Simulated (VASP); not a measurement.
A run of VASP 6.6.1:

File INCAR:

```
ALGO = Normal
EDIFF = 1E-6
ENCUT = 520
GGA = PS
ISIF = 2
ISMEAR = 0
LASPH = True
LCHARG = True
LELF = True
LREAL = False
LVHAR = True
LWAVE = False
NBANDS = 11
NELM = 100
PREC = Accurate
SIGMA = 0.1
```

File KPOINTS:

```
k-points
0
Gamma
  16 16 8
```

POSCAR

```
Si
1.0
    2.7075599667     -1.5596279952      0.0000000000
    2.7075599667      1.5596279952      0.0000000000
   -1.8849895034      0.0000000000      5.4311689047
Si
2
Direct
    0.0914915900      0.0914915900      0.2737078000
    0.9085084100      0.9085084100      0.7262922000
```

Potentials or basis: VASP PAW PBE potentials, release 64 (Si).

Command:

```bash
$ cat potpaw_PBE.64/Si/POTCAR > POTCAR
$ mpirun -np 1 vasp_std > vasp.out
```

Hardware: 1 thread of Intel Xeon 8259CL, with other jobs on the host.

Problem. How long does it take, and how much memory?

Solution. Wall time 2.9 min on 1 thread of Intel Xeon 8259CL (shared host), peak memory 0.34 GiB. Counts: scf iterations 11, k points 554.
